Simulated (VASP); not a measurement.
Here is a VASP 6.6.1 calculation.

The input INCAR:

```
PREC = Accurate
ENCUT = 520
EDIFF = 1E-8
ISMEAR = -1
SIGMA = 0.05
LREAL = F
LASPH = T
NELM = 100
ALGO = Normal
ISIF = 2
LWAVE = F
LCHARG = F
GGA = CA
LEFG = T
NBANDS = 16
```

Contents of KPOINTS:

```
regular mesh
0
Gamma
  8 8 8
```

File POSCAR:

```
Te
1.0
    4.2341000000     -2.3712000000      0.0000000000
    4.2341000000      2.3712000000      0.0000000000
   -0.1304500000      0.0000000000      3.8782030000
Te
3
Direct
    0.6760000000      0.6760000000      0.6750000000
    0.3240000000      0.3240000000      0.3250000000
    0.0000000000      0.0000000000      0.0000000000
```

Potentials or basis: VASP PAW LDA potentials, release 64 (Te).

The run is started by

```sh
$ cat potpaw_LDA.64/Te/POTCAR > POTCAR
$ mpirun -np 1 vasp_std > vasp.out
```

Q: Estimate the band gap on the k mesh.

A: Zero (band 9 reaches 10.81 eV, above the bottom of band 10 at 7.34 eV).

Q: What does it give for the largest force?

A: 0.497 eV/Å.

Q: What does it give for the pressure?

A: 6.1 GPa.

Forces on the atoms (eV/Å):
```
Te  -0.456  0.000 -0.198
Te   0.456  0.000  0.198
Te   0.000  0.000  0.000
```

Caveat: the cell differs from its parent crystal (zz strain of -2 %); without QUAD_EFG the Cq values of the log hold for a quadrupole moment of 1 mb, not for the nuclei; spin-orbit coupling is left out, which moves the levels of the heavy elements.
